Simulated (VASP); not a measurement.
Set up this calculation in VASP 6.6.1, as the native input.

```
Task                   : single point
Functional             : LDA
Potentials or basis    : VASP PAW LDA potentials, release 64 (Te, Mo_sv)
Cutoff                 : 520 eV
k mesh                 : 12 × 12 × 2
Occupations            : gaussian, width 0.05 eV
Spin                   : no spin polarisation
Dipole correction      : no
Further INCAR settings : ALGO = Normal; EDIFF = 1e-06; NBANDS = 20
```

The structure of Te2Mo lies in POSCAR:

```
Te2Mo
1.0
    3.5602328140      0.0000000000      0.0000000000
   -1.7801164070      3.0832520603      0.0000000000
    0.0000000000      0.0000000000     17.5240578200
Te Mo
2 1
Direct
    0.3333333333      0.6666666667      0.8978554500
    0.3333333333      0.6666666667      0.1021445500
   -0.0561761015      0.0000000000     -0.0114128818
```

This cell differs from its parent crystal: atom 3 (Mo) moved by (-0.200, -0.200) A along x and z.

One way to write it, as run:

INCAR

```
SYSTEM = Te2Mo
PREC     = Accurate       ! precision mode
ENCUT    = 520            ! plane-wave cutoff, eV
EDIFF    = 1E-6           ! SCF threshold, eV
ISMEAR   = 0              ! smearing method
SIGMA    = 0.05           ! smearing width, eV
LREAL    = .FALSE.        ! projectors in reciprocal space
LASPH    = .TRUE.         ! aspherical terms in the spheres
NELM     = 60             ! most SCF steps
ALGO     = Normal         ! electronic algorithm
ISIF     = 2              ! what is computed and relaxed
LWAVE    = .FALSE.        ! write WAVECAR
LCHARG   = .FALSE.        ! write CHGCAR
NBANDS   = 20             ! bands
```

KPOINTS

```
Automatic mesh
0
G
  12 12 2
  0 0 0
```

Potentials or basis: VASP PAW LDA potentials, release 64 (Te, Mo_sv).

Launch:

```sh
$ cat potpaw_LDA.64/Te/POTCAR potpaw_LDA.64/Mo_sv/POTCAR > POTCAR
$ mpirun -np 1 vasp_std > vasp.out
```

It gave:

```
Largest force          : 5.196 eV/Å
Band gap on the k mesh : 0.74 eV (least direct gap 0.95 eV)
```

Caveat: the cell differs from its parent crystal (atom 3 (Mo) moved by (-0.200, -0.200) A along x and z); there is no dipole correction, which matters where the two faces differ; semilocal functionals underestimate gaps, and a narrow one can read as zero; spin-orbit coupling is left out, which moves the levels of the heavy elements.

Run time: 11 min on 1 thread of Intel(R) Xeon(R) Platinum 8488C (Sapphire Rapids), with other jobs on the host, peak memory 0.66 GiB.
